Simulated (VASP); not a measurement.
**MoS2: single point with PBE+D3(BJ)**

MoS2:

```
CELL_PARAMETERS angstrom
3.23818 0.00000 0.00000
-1.61909 2.80434 0.00000
0.00000 0.00000 6.28562
ATOMIC_POSITIONS crystal
Mo 0.00000 0.00000 0.00000
S 0.33333 0.66667 0.23579
S 0.33333 0.66667 0.76421
```

This cell differs from its parent crystal: c/a of the conventional cell at fixed volume 1.9411.

```json
{
  "Program": "VASP 6.6.1",
  "Task": "single point",
  "Functional": "PBE",
  "Dispersion": "D3(BJ)",
  "Potentials or basis": "VASP PAW PBE potentials, release 64 (Mo_sv, S)",
  "Cutoff": "500 eV",
  "k mesh": "12 × 12 × 4",
  "Occupations": "gaussian, width 0.05 eV",
  "Spin": "no spin polarisation"
}
```

The pressure is 0.9 GPa. The largest force is 0.986 eV/Å. The band gap on the k mesh is 0.21 eV, indirect (least direct gap 1.36 eV). The dispersion energy per atom is -0.396 eV.

Forces on the atoms (eV/Å):
```
Mo   0.000  0.000  0.000
S    0.000  0.000  0.986
S    0.000  0.000 -0.986
```

Stress tensor (GPa, compression positive):
```
-3.76  0.00  0.00
 0.00 -3.76  0.00
 0.00  0.00 10.36
```

Levels at points of the mesh, in eV from the valence-band top:
| k point | band 10 | band 11 | band 12 | band 13 | band 14 | band 15 | band 16 | band 17 |
| --- | --- | --- | --- | --- | --- | --- | --- | --- |
| (0.00, 0.00, 0.00) | -2.90 | -2.90 | -1.36 | -1.10 | 1.68 | 1.68 | 1.99 | 1.99 |
| (0.50, 0.00, 0.00) | -4.46 | -2.42 | -2.00 | -1.88 | 0.95 | 1.44 | 3.34 | 3.59 |
| (0.00, 0.00, 0.50) | -3.34 | -2.93 | -2.93 | 0.00 | 1.57 | 1.57 | 2.16 | 2.16 |
| (0.50, 0.00, 0.50) | -4.50 | -3.23 | -2.32 | -1.37 | 0.98 | 1.55 | 2.58 | 3.29 |

Run time: 40 s on 1 thread of Intel Xeon 6975P-C (shared host), peak memory 0.21 GiB.

 A k mesh can miss the band edges.
